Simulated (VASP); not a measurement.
# Au (P-1) in VASP: single point with PBEsol

Aim: the single point of Au with PBEsol.

All numbers are computed with VASP 6.6.1; they aren't measurements. Logs are shortened: lines on timing, memory, paths and dates and some standing lists are left out, and cuts for length are marked.

## Step 1: The cell of the first run

The typed cell holds 2 atoms: a = 2.885 Å, b = 2.885 Å, c = 4.801 Å, α = 90.00°, β = 90.00°, γ = 121.49°.

## Step 2: Single point, PBEsol (atoms moved at random)

Input file INCAR:

```
PREC = Accurate ; ENCUT = 520
EDIFF = 1E-6 ; ISMEAR = 0
SIGMA = 0.15 ; LREAL = F
LASPH = T ; NELM = 100
ALGO = Fast ; ISIF = 2
LWAVE = F ; LCHARG = F
GGA = PS ; NBANDS = 18
```

Input file KPOINTS:

```
regular mesh
0
Gamma
  14 14 8
```

Input file POSCAR:

```
Au
1.0
    1.4100150320     -2.5170030990      0.0000000000
    1.4100150320      2.5170030990      0.0000000000
    0.0000000000      0.0000000000      4.8006775515
Au
2
Direct
    0.6498451762      0.3333498179      0.2524939816
    0.3501548238      0.6666501821      0.7475060184
```

Potentials or basis: VASP PAW PBE potentials, release 64 (Au).

Started as:

```console
$ cat potpaw_PBE.64/Au/POTCAR > POTCAR
$ mpirun -np 1 vasp_std > vasp.out
```

OUTCAR:

```text
PREC = Accurate
   ENCUT = 520
   EDIFF = 1E-6
   ISMEAR = 0
   LREAL = F
   LASPH = T
   NELM = 100
   ISIF = 2
   GGA = PS

 ion  position               nearest neighbor table
   1  0.650  0.333  0.252-   2 2.86   2 2.89   2 2.90   2 2.93   2 2.94   2 2.98
   2  0.350  0.667  0.748-   1 2.86   1 2.89   1 2.90   1 2.93   1 2.94   1 2.98

  LATTYP: Found a base centered orthorhombic cell.
 ALAT       =     2.8200300640
 B/A-ratio  =     1.7850895500
 C/A-ratio  =     1.7023497773

  Lattice vectors:

 A1 = (   1.4100150320,  -2.5170030990,   0.0000000000)
 A2 = (   1.4100150320,   2.5170030990,   0.0000000000)
 A3 = (   0.0000000000,   0.0000000000,   4.8006775515)

Analysis of symmetry for initial positions (statically):
=====================================================================
 Subroutine PRICEL returns:
 Original cell was already a primitive cell.

 Routine SETGRP: Setting up the symmetry group for a
 base centered orthorhombic supercell.

 Subroutine GETGRP returns: Found  2 space group operations
 (whereof  2 operations were pure point group operations)
 out of a pool of  8 trial point group operations.

The static configuration has the point symmetry S_2 .

Analysis of symmetry for dynamics (positions and initial velocities):
=====================================================================
 Subroutine PRICEL returns:
 Original cell was already a primitive cell.

 Routine SETGRP: Setting up the symmetry group for a
 base centered orthorhombic supercell.

 Subroutine GETGRP returns: Found  2 space group operations
 (whereof  2 operations were pure point group operations)
 out of a pool of  8 trial point group operations.

The dynamic configuration has the point symmetry S_2 .

 Subroutine INISYM returns: Found  2 space group operations
 (whereof  2 operations are pure point group operations),
 and found     1 'primitive' translations

----------------------------------------------------------------------------------------

                                     Primitive cell

  volume of cell :      34.0753

  direct lattice vectors                    reciprocal lattice vectors
     1.410015032 -2.517003099  0.000000000     0.354606149 -0.198648941  0.000000000
     1.410015032  2.517003099  0.000000000     0.354606149  0.198648941  0.000000000
     0.000000000  0.000000000  4.800677551     0.000000000  0.000000000  0.208303930

  length of vectors
     2.885038473  2.885038473  4.800677551     0.406456544  0.406456544  0.208303930

  position of ions in fractional coordinates (direct lattice)
     0.649845176  0.333349818  0.252493982
     0.350154824  0.666650182  0.747506018

  ion indices of the primitive-cell ions
   primitive index   ion index
                 1           1
                 2           2

----------------------------------------------------------------------------------------

 KPOINTS: regular mesh

Automatic generation of k-mesh.
 Grid dimensions read from file:
 generate k-points for:   14   14    8

 Generating k-lattice:

  Cartesian coordinates                     Fractional coordinates (reciprocal lattice)
     0.025329011 -0.014189210  0.000000000     0.071428571 -0.000000000  0.000000000
     0.025329011  0.014189210  0.000000000    -0.000000000  0.071428571  0.000000000
     0.000000000  0.000000000  0.026037991     0.000000000  0.000000000  0.125000000

  Length of vectors
     0.029032610  0.029032610  0.026037991

  Shift w.r.t. Gamma in fractional coordinates (k-lattice)
     0.000000000  0.000000000  0.000000000

 Subroutine IBZKPT returns following result:
 ===========================================

 Found    788 irreducible k-points:

 Following reciprocal coordinates:
            Coordinates               Weight
  0.000000  0.000000  0.000000      1.000000
  0.071429 -0.000000  0.000000      2.000000
 -0.000000  0.071429  0.000000      2.000000
  0.142857  0.000000  0.000000      2.000000
  0.000000  0.142857  0.000000      2.000000
  0.214286 -0.000000  0.000000      2.000000
[... 16 lines left out ...]
  0.357143  0.071429  0.000000      2.000000
  0.071429  0.357143  0.000000      2.000000
 [... further k-points ...]
   k-points           NKPTS =    788   k-points in BZ     NKDIM =    788   number of bands    NBANDS=     18
   number of dos      NEDOS =    301   number of ions     NIONS =      2
   total plane-waves  NPLWV =  20736
   dimension x,y,z NGX =    24 NGY =   24 NGZ =   36
   dimension x,y,z NGXF=    48 NGYF=   48 NGZF=   72
   ions per type =               2
   NGX,Y,Z   is equivalent  to a cutoff of  13.83, 13.83, 12.47 a.u.
   NGXF,Y,Z  is equivalent  to a cutoff of  27.66, 27.66, 24.93 a.u.
 SYSTEM =  unknown system
   PREC   = accura    normal or accurate (medium, high low for compatibility)
   ISTART =      0    job   : 0-new  1-cont  2-samecut
   ICHARG =      2    charge: 1-file 2-atom 10-const
   ISPIN  =      1    spin polarized calculation?
   LNONCOLLINEAR =      F non collinear calculations
   LSORBIT =      F    spin-orbit coupling
   LASPH  =      T    aspherical Exc in radial PAW
   ENCUT  =  520.0 eV  38.22 Ry    6.18 a.u.   5.36  5.36  8.93*2*pi/ulx,y,z
   NELM   =    100;   NELMIN=  2; NELMDL= -5     # of ELM steps
   EDIFF  = 0.1E-05   stopping-criterion for ELM
   LREAL  =      F    real-space projection
   EDIFFG = 0.1E-04   stopping-criterion for IOM
   NSW    =      0    number of steps for IOM
   IBRION =     -1    ionic relax: 0-MD 1-quasi-New 2-CG
   NFREE  =      0    steps in history (QN), initial steepest desc. (CG)
   ISIF   =      2    stress and relaxation
   ISYM   =      2    0-nonsym 1-usesym 2-fastsym
   POTIM  = 0.5000    time-step for ionic-motion
   TEBEG  =    0.0;   TEEND  =   0.0 temperature during run
   PSTRESS=    0.0 pullay stress
   NELECT =      22.0000    total number of electrons
   NUPDOWN=      -1.0000    fix difference up-down
   EMIN   =  10.00;   EMAX   =-10.00  energy-range for DOS
   EFERMI =   0.00;   METHOD = LEGACY
   ISMEAR =     0;   SIGMA  =   0.15  broadening in eV -4-tet -1-fermi 0-gaus
   EFERMI_NEDOS =   21; number of points for ismear=-14 and -15
   IALGO  =     68    algorithm
   IMIX   =      4    mixing-type and parameters
     AMIX     =   0.40;   BMIX     =  1.00
     AMIX_MAG =   1.60;   BMIX_MAG =  1.00
  volume/ion in A,a.u.               =      17.04       114.98
  Fermi-wavevector in a.u.,A,eV,Ry     =   1.414932  2.673835 27.239325  2.002034
  Thomas-Fermi vector in A             =   2.536423
   LORBIT       =      0    0 simple, 1 ext, 2 COOP (PROOUT), +10 PAW based schemes
   GGA     = PS    functional components
   LHFCALC =     F    Hartree Fock is set to
   AEXX    =    0.0000 exact exchange contribution
   IVDW    =     0    specifies the selected vdW correction
   LEPSILON=     F    determine dielectric tensor
   LRPA    =     F    only Hartree local field effects (RPA)
 non-spin polarized calculation
 RMM-DIIS sequential band-by-band and
 Gauss-broadening in eV      SIGMA  =   0.15
  energy-cutoff  :      520.00
  volume of cell :       34.08
 maximum number of plane-waves:       936
 NGX is ok and might be reduce to    24
   NGX = 11   NGY = 11   NGZ = 17

 number of electron      22.0000000 magnetization

 Free energy of the ion-electron system (eV)
  ---------------------------------------------------
  ext. energy  EPLUGINS =         0.00000000
  ---------------------------------------------------
  free energy    TOTEN  =        -7.82584072 eV

  energy without entropy =       -7.81742856  energy(sigma->0) =       -7.82163464

 E-fermi :   9.2485     XC(G=0): -12.8855

 val. band max:        9.2396769219   @ k =  -0.1429   0.0000   0.1250
 cond. band min:       9.2532089700   @ k =   0.2143   0.0714   0.2500
 fundamental gap:      0.0135320481
 Fermi energy:         9.2485221421

 k-point     1 :       0.0000    0.0000    0.0000
  band No.  band energies     occupation
      1      -0.6436      2.00000
      2       1.8565      2.00000
      3       4.3634      2.00000
      4       4.4697      2.00000
      5       4.9153      2.00000
      6       4.9314      2.00000
[... 10 lines left out ...]
     17      27.2659      0.00000
     18      28.4270      0.00000

 k-point     2 :       0.0714   -0.0000    0.0000
  band No.  band energies     occupation
      1      -0.4790      2.00000
      2       1.9932      2.00000
      3       4.3405      2.00000
      4       4.5895      2.00000
      5       4.9032      2.00000
      6       4.9856      2.00000
[... 10 lines left out ...]
     17      26.5585      0.00000
     18      27.5685      0.00000

 k-point     3 :      -0.0000    0.0714    0.0000
  band No.  band energies     occupation
      1      -0.4781      2.00000
      2       1.9959      2.00000
      3       4.3344      2.00000
      4       4.5886      2.00000
      5       4.9134      2.00000
      6       4.9804      2.00000
[... 10 lines left out ...]
     17      26.4850      0.00000
     18      27.6089      0.00000

 k-point     4 :       0.1429    0.0000    0.0000
  band No.  band energies     occupation
      1      -0.0041      2.00000
      2       2.3558      2.00000
      3       4.2414      2.00000
      4       4.8355      2.00000
      5       4.8924      2.00000
      6       5.0847      2.00000
[... 375 lines left out ...]
      4       4.3522      2.00000
      5       4.7291      2.00000
      6       4.8110      2.00000
[... 10 lines left out ...]
     17      23.3482      0.00000
     18      25.2769      0.00000

 k-point    23 :       0.3571    0.0714    0.0000
  band No.  band energies     occupation
      1       2.3320      2.00000
      2       2.6581      2.00000
      3       3.0553      2.00000
      4       4.6265      2.00000
      5       4.8855      2.00000
      6       5.1754      2.00000
[... 10 lines left out ...]
     17      22.3767      0.00000
     18      24.3149      0.00000

 k-point    24 :       0.0714    0.3571    0.0000
  band No.  band energies     occupation
      1       2.4216      2.00000
      2       2.6922      2.00000
      3       3.1270      2.00000
      4       4.6737      2.00000
      5       4.7629      2.00000
      6       5.0134      2.00000
[... 10 lines left out ...]
     17      22.1313      0.00000
     18      24.4132      0.00000

 [... further k-points ...]
[... 5 lines left out ...]
  --------------------------------------------------------------------------------------
  -------------------------------------------------------------------------------------
  Total       -0.0706312      0.0266982     -0.0533588      0.0337076      0.0148708     -0.0096478
  in kB       -3.3209863      1.2553151     -2.5088634      1.5848877      0.6992041     -0.4536258
  external PRESSURE =      -1.5248448 kB  Pullay stress =       0.0000000 kB

 VOLUME and BASIS-vectors are now :
 -----------------------------------------------------------------------------
  energy-cutoff  :      520.00
  volume of cell :       34.08
      direct lattice vectors                 reciprocal lattice vectors
     1.410015032 -2.517003099  0.000000000     0.354606149 -0.198648941  0.000000000
     1.410015032  2.517003099  0.000000000     0.354606149  0.198648941  0.000000000
     0.000000000  0.000000000  4.800677551     0.000000000  0.000000000  0.208303930

 POSITION                                       TOTAL-FORCE (eV/Angst)
 -----------------------------------------------------------------------------------
      1.38632     -0.79662      1.21214         0.014746     -0.037686     -0.187944
      1.43371      0.79662      3.58854        -0.014746      0.037686      0.187944
 -----------------------------------------------------------------------------------
    total drift:                                0.000000      0.000000     -0.000000

  FREE ENERGIE OF THE ION-ELECTRON SYSTEM (eV)
  ---------------------------------------------------
  free  energy   TOTEN  =        -7.8258407176 eV

  energy  without entropy=       -7.8174285650  energy(sigma->0) =       -7.82163464
```

It took 3.7 min on 1 thread of Intel Xeon Platinum 8375C at 2.90GHz (Ice Lake), shared host; peak memory 0.48 GiB.

Results:

- Free energy: -7.8258 eV
- Pressure: -0.2 GPa
- Largest force: 0.192 eV/Å
- Band gap on the k mesh: zero (band 11 reaches 13.20 eV, above the bottom of band 12 at 6.74 eV)

Forces in eV/Å, atoms in the order of the input:
```
Au   0.015 -0.038 -0.188
Au  -0.015  0.038  0.188
```

Stress tensor (GPa, compression positive):
```
-0.33  0.16 -0.05
 0.16  0.13  0.07
-0.05  0.07 -0.25
```

Caveat: the cell differs from its parent crystal (atoms moved at random); the PAW data sets were made with another functional, which shifts forces and pressure a little; spin-orbit coupling is left out, which moves the levels of the heavy elements.
